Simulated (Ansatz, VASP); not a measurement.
# Two plane-wave programs on Ti16C15

```xyz
31
Lattice="-4.3323 4.3323 4.3323 4.3323 -4.3323 4.3323 4.3323 4.3323 -4.3323" Properties=species:S:1:pos:R:3 pbc="T T T"
Ti   -0.0568    0.0517    0.0003
Ti    4.3656    2.1822   -2.1664
Ti    4.2643    0.0626    0.0087
Ti    4.3632   -2.1455    2.1658
Ti    2.1462    4.3014   -2.1667
Ti    2.1585    2.1698   -0.1002
Ti    2.1400   -0.1307    2.1664
Ti    2.1726   -2.1776    4.3314
Ti   -0.0678    4.3948   -0.0068
Ti   -0.0345    2.1923    2.1666
Ti   -0.0571    0.0515    4.3339
Ti    4.4630    2.1906    2.1666
Ti   -2.1819    4.2990    2.1659
Ti   -2.1596    2.1550    4.3311
Ti    2.1388    4.3683    2.1665
Ti    2.1585    2.1699    4.4290
C     2.1705    2.1594   -2.1671
C     2.1816    0.0231    0.0260
C     2.1632   -2.1834    2.1659
C     6.5177   -0.0220   -0.0156
C     0.0237    2.1452    0.0170
C     0.0294   -0.0099    2.1648
C     4.3110    2.1488    0.0254
C     4.3221    0.0030    2.1649
C    -2.1501    2.1679    2.1659
C     2.1854    4.3100    0.0173
C     2.1816    0.0227    4.3084
C    -0.0209    6.4812   -0.0239
C     0.0281    4.2973    2.1649
C     0.0234    2.1454    4.3165
C     0.0022   -0.0373    6.4973
```

Alike in both runs: task single point; functional PBE; k mesh 2 × 2 × 2; occupations methfessel-paxton of order 1, width 0.1 eV; no spin polarisation.

```csv
,VASP,Ansatz
version,VASP 6.6.1,Ansatz 0.2.0
potentials or method,"VASP PAW PBE potentials, release 64 (Ti_sv, C), cutoff 520 eV",plane-wave PAW DFT
valence electrons in the cell,252,252
```

Ansatz gave:

| Item | Value |
| --- | --- |
| rms of the force components (eV/Å) | 0.380 |

Estimate VASP's values.

rms of the force components (eV/Å): 0.383.

Atom by atom the forces differ by 0.008 eV/Å (rms over components). With one functional, cell and mesh, what is left measures potentials, basis and numerics.

The k mesh is coarse, so the values compare programs but aren't converged.
